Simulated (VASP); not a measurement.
# BAs (I-4m2) in VASP: further runs, part 2 of 2

VASP 6.6.1.

## Step 3: Single point, LDA

This run uses another cell than the first one, of the same volume but with other edges.

Contents of INCAR:

```
SYSTEM = BAs
ALGO = Normal ; EDIFF = 1E-6
ENCUT = 520 ; GGA = CA
ISIF = 2 ; ISMEAR = -1
LASPH = .TRUE. ; LCHARG = .FALSE.
LREAL = .FALSE. ; LWAVE = .FALSE.
NBANDS = 11 ; NELM = 100
PREC = Accurate ; SIGMA = 0.2
```

Contents of KPOINTS:

```
k-points
0
G
  12 12 12
  0 0 0
```

Contents of POSCAR:

```
BAs
1.0
    0.0000000000      2.0865469400      3.1298204100
    2.0865469400      0.0000000000      3.1298204100
    2.0865469400      2.0865469400      0.0000000000
B As
1 1
Direct
    0.0000000000      0.0000000000      0.0000000000
    0.7500000000      0.7500000000      0.7500000000
```

Potentials or basis: VASP PAW LDA potentials, release 64 (B, As).

Launch:

```console
cat potpaw_LDA.64/B/POTCAR potpaw_LDA.64/As/POTCAR > POTCAR
mpirun -np 1 vasp_std > vasp.out
```

OUTCAR:

```text
SYSTEM = BAs
   EDIFF = 1E-6
   ENCUT = 520
   GGA = CA
   ISIF = 2
   ISMEAR = -1
   LASPH = .TRUE.
   LREAL = .FALSE.
   NELM = 100
   PREC = Accurate

 ion  position               nearest neighbor table
   1  0.000  0.000  0.000-   2 2.15   2 2.15   2 2.15   2 2.15
   2  0.750  0.750  0.750-   1 2.15   1 2.15   1 2.15   1 2.15

  LATTYP: Found a body centered tetragonal cell.
 ALAT       =     2.9508229811
 C/A-ratio  =     2.1213203436

  Lattice vectors:

 A1 = (  -2.0865469400,   0.0000000000,   3.1298204100)
 A2 = (   2.0865469400,   0.0000000000,   3.1298204100)
 A3 = (   0.0000000000,   2.0865469400,  -3.1298204100)

Analysis of symmetry for initial positions (statically):
=====================================================================
 Subroutine PRICEL returns:
 Original cell was already a primitive cell.

 Routine SETGRP: Setting up the symmetry group for a
 body centered tetragonal supercell.

 Subroutine GETGRP returns: Found  8 space group operations
 (whereof  8 operations were pure point group operations)
 out of a pool of 16 trial point group operations.

The static configuration has the point symmetry D_2d.

Analysis of symmetry for dynamics (positions and initial velocities):
[... 164 lines left out ...]

 k-point     1 :       0.0000    0.0000    0.0000
  band No.  band energies     occupation
      1      -9.1668      2.00000
      2       2.5993      2.00000
      3       6.9779      0.35088
      4       8.1679      0.00111
      5       8.1679      0.00111
      6       9.6663      0.00000
      7       9.6663      0.00000
      8      11.7386      0.00000
      9      15.7410      0.00000
     10      16.5437      0.00000
     11      16.6030      0.00000
[... 309 lines left out ...]
 k-point    24 :      -0.4167    0.1667    0.0000
  band No.  band energies     occupation
      1      -5.9110      2.00000
      2      -2.1286      2.00000
      3       0.3433      2.00000
      4       7.2305      0.11355
      5       7.7598      0.00850
      6      12.8967      0.00000
      7      13.4551      0.00000
      8      13.7966      0.00000
      9      18.5963      0.00000
     10      19.3317      0.00000
     11      20.1062      0.00000

 [... further k-points ...]
[... 5 lines left out ...]
  --------------------------------------------------------------------------------------
  -------------------------------------------------------------------------------------
  Total        3.0599505      3.0599505     -6.9340427      0.0000000      0.0000000      0.0000000
  in kB      179.8950673    179.8950673   -407.6536737      0.0000000      0.0000000      0.0000000
  external PRESSURE =     -15.9545130 kB  Pullay stress =       0.0000000 kB

 VOLUME and BASIS-vectors are now :
 -----------------------------------------------------------------------------
  energy-cutoff  :      520.00
  volume of cell :       27.25
      direct lattice vectors                 reciprocal lattice vectors
     0.000000000  2.086546940  3.129820410    -0.239630363  0.239630363  0.159753575
     2.086546940  0.000000000  3.129820410     0.239630363 -0.239630363  0.159753575
     2.086546940  2.086546940  0.000000000     0.239630363  0.239630363 -0.159753575

 POSITION                                       TOTAL-FORCE (eV/Angst)
 -----------------------------------------------------------------------------------
      0.00000      0.00000      0.00000         0.000000      0.000000     -0.000000
      3.12982      3.12982      4.69473        -0.000000     -0.000000      0.000000
 -----------------------------------------------------------------------------------
    total drift:                               -0.000000     -0.000000      0.000000

  FREE ENERGIE OF THE ION-ELECTRON SYSTEM (eV)
  ---------------------------------------------------
  free  energy   TOTEN  =       -10.8868586953 eV

  energy  without entropy=      -10.7464560049  energy(sigma->0) =      -10.81665735
```

OSZICAR:

```text
N       E                     dE             d eps       ncg     rms          rms(c)
DAV:   1     0.110359993200E+02    0.11036E+02   -0.37803E+03  3586   0.640E+02
DAV:   2    -0.105327421189E+02   -0.21569E+02   -0.20737E+02  4666   0.998E+01
DAV:   3    -0.112627300983E+02   -0.72999E+00   -0.72346E+00  4390   0.170E+01
DAV:   4    -0.112649508796E+02   -0.22208E-02   -0.22205E-02  3997   0.105E+00
DAV:   5    -0.112649540677E+02   -0.31881E-05   -0.31876E-05  4309   0.434E-02    0.444E+00
DAV:   6    -0.109254328456E+02    0.33952E+00   -0.11883E+00  4033   0.397E+00    0.222E+00
DAV:   7    -0.108945567650E+02    0.30876E-01   -0.71672E-02  4177   0.151E+00    0.102E+00
DAV:   8    -0.108868948525E+02    0.76619E-02   -0.10864E-02  4093   0.549E-01    0.107E-01
DAV:   9    -0.108868702231E+02    0.24629E-04   -0.51293E-04  4123   0.131E-01    0.361E-02
DAV:  10    -0.108868590422E+02    0.11181E-04   -0.58946E-05  3973   0.439E-02    0.109E-02
DAV:  11    -0.108868586953E+02    0.34690E-06   -0.12980E-06  2969   0.672E-03
   1 F= -.10886859E+02 E0= -.10816657E+02  d E =-.140403E+00
```

stdout:

```text
POSCAR found type information on POSCAR B As
 POSCAR found :  2 types and       2 ions
 scaLAPACK will be used
 LDA part: xc-table for (Slater(with rela. corr.)+CA(PZ))
 , standard interpolation
 POSCAR, INCAR and KPOINTS ok, starting setup
 FFT: planning ... GRIDC
 FFT: planning ... GRID_SOFT
 FFT: planning ... GRID
 WAVECAR not read
 entering main loop
```

Wall time 33 s (1 thread of Intel Xeon 6975P-C (Granite Rapids), shared host); peak memory 0.17 GiB.

What came out:

| Item | Value |
| --- | --- |
| Free energy | -10.8869 eV |
| Pressure | -1.6 GPa |
| Band gap on the k mesh | zero (band 4 reaches 8.17 eV, above the bottom of band 5 at 5.83 eV) |

## Step 4: Single point, LDA

This run uses another cell than the first one, of the same volume but with other edges.

Contents of INCAR:

```
SYSTEM = BAs
PREC = Accurate ; ENCUT = 520
EDIFF = 1E-6 ; ISMEAR = -1
SIGMA = 0.2 ; LREAL = .False.
LASPH = .True. ; NELM = 100
ALGO = Normal ; ISIF = 2
LWAVE = .False. ; LCHARG = .False.
NBANDS = 11
```

Contents of KPOINTS:

```
Automatic mesh
0
Gamma
  12 12 12
  0 0 0
```

Contents of POSCAR:

```
BAs
1.0
    0.0000000000      2.4212232444      2.3243743146
    2.4212232444      0.0000000000      2.3243743146
    2.4212232444      2.4212232444      0.0000000000
B As
1 1
Direct
    0.0000000000      0.0000000000      0.0000000000
    0.7500000000      0.7500000000      0.7500000000
```

Launch:

```console
cat potpaw_LDA.64/B/POTCAR potpaw_LDA.64/As/POTCAR > POTCAR
mpirun -np 1 vasp_std > vasp.out
```

Run time: 44 s. Hardware: 1 thread of Intel Xeon 6975P-C (Granite Rapids), shared host; peak memory 0.18 GiB.

It converged, with:

```
Free energy            : -12.9033 eV
Pressure               : -3.1 GPa
Band gap on the k mesh : 0.53 eV, indirect (least direct gap 2.83 eV)
```

Stress tensor (GPa, compression positive):
```
-5.70  0.00  0.00
 0.00 -5.70  0.00
 0.00  0.00  2.07
```

Levels at points of the mesh, in eV from the valence-band top:
```csv
k point,band 1,band 2,band 3,band 4,band 5,band 6,band 7,band 8
"(0.00, 0.00, 0.00)",-15.63,-0.38,-0.38,0.00,2.83,3.10,3.10,4.42
"(0.50, 0.00, 0.00)",-12.77,-9.00,-2.30,-1.83,2.35,4.33,4.76,8.46
"(0.50, 0.50, 0.00)",-11.27,-8.45,-4.58,-4.58,0.76,0.86,11.00,11.00
"(0.50, 0.00, 0.50)",-11.60,-8.79,-4.22,-4.16,1.26,1.33,10.63,11.18
```

## Step 5: Overview

| cell | gap on the mesh (eV) | pressure (GPa) |
| --- | --- | --- |
| a = 3.289, b = 3.289, c = 3.899 Å, angles 53.6, 53.6, 72.7°, 2 atoms | none | -8.3 |
| a = 3.762, b = 3.762, c = 2.951 Å, angles 66.9, 66.9, 46.2°, 2 atoms | none | -1.6 |
| a = 3.356, b = 3.356, c = 3.424 Å, angles 59.3, 59.3, 61.3°, 2 atoms | 0.53 | -3.1 |

Alike in all rows: task single point; level LDA; potentials or basis VASP PAW LDA potentials, release 64 (B, As); no spin polarisation; k mesh 12 × 12 × 12; cutoff (eV) 520; smearing fermi-dirac 0.2 eV.

Absolute energies hang on the potentials; compare differences alone.
